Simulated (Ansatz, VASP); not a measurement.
**Two plane-wave programs on Zr4Cl**

Contents of INCAR:

```
PREC = Accurate
ENCUT = 600
EDIFF = 1E-6
ISMEAR = 0
SIGMA = 0.1
LREAL = False
LASPH = True
NELM = 60
ALGO = Normal
ISIF = 3
LWAVE = False
LCHARG = False
GGA = PE
IBRION = 2
NSW = 90
EDIFFG = -0.04
```

Contents of KPOINTS:

```
regular mesh
0
Gamma
  4 4 4
```

File POSCAR:

```
Zr4Cl
1.0
    4.5351722900      0.0000000000      0.0000000000
    0.0000000000      4.5351722900      0.0000000000
    0.0000000000      0.0000000000      4.5351722900
Zr Cl
4 1
Direct
    0.5000000000      0.0000000000      0.0000000000
    0.0000000000      0.5000000000      0.0000000000
    0.0000000000      0.0000000000      0.5000000000
    0.5000000000      0.5000000000      0.5000000000
    0.0000000000      0.0000000000      0.0000000000
```

Input for Ansatz:

```yaml
crystal:
  lattice:
    - [4.53517229, 0.0, 0.0]
    - [0.0, 4.53517229, 0.0]
    - [0.0, 0.0, 4.53517229]
  atoms:
    - { symbol: Zr, position: [0.5, 0.0, 0.0] }
    - { symbol: Zr, position: [0.0, 0.5, 0.0] }
    - { symbol: Zr, position: [0.0, 0.0, 0.5] }
    - { symbol: Zr, position: [0.5, 0.5, 0.5] }
    - { symbol: Cl, position: [0.0, 0.0, 0.0] }
basis:
  ecutwfc: 420
kpoints:
  mp_grid: { grid: [4, 4, 4] }
hamiltonian:
  xc: pbe
scf:
  occupations: { method: gaussian, width: 0.1 }
  lower_state_search: "off"
output:
  forces: true
  stress: true
  eigenvalues: true
relax:
  adjacent_minimum: "off"
  f_tol: 0.04
  max_steps: 70
  cell: { stress_tol: 0.4 }
```

Alike in both runs: task relaxation of cell and atoms; functional PBE; k mesh 4 × 4 × 4; occupations gaussian, width 0.1 eV; no spin polarisation.

|  | VASP | Ansatz |
| --- | --- | --- |
| version | VASP 6.6.1 | Ansatz 0.2.0 |
| potentials or method | VASP PAW PBE potentials, release 64 (Zr_sv, Cl), cutoff 600 eV | scalar-relativistic, plane waves, PAW |
| valence electrons in the cell | 55 | 55 |

|  | VASP | Ansatz | Ansatz less VASP |
| --- | --- | --- | --- |
| gap on the k mesh at the Fermi level, each at its own relaxed structure (eV) | none | none | - |
| relaxed volume (Å³/atom) | 22.53 | 22.52 | -0.009 |
| relaxed length of the cell vector where the two differ most in proportion (Å) | 4.829 | 4.829 | -0.0006 |

A gap of «none» marks a metal or a gap that the smearing closes.

Noted on VASP's run: the volume moved by over 15 % at a fixed basis, so the end points are rough.
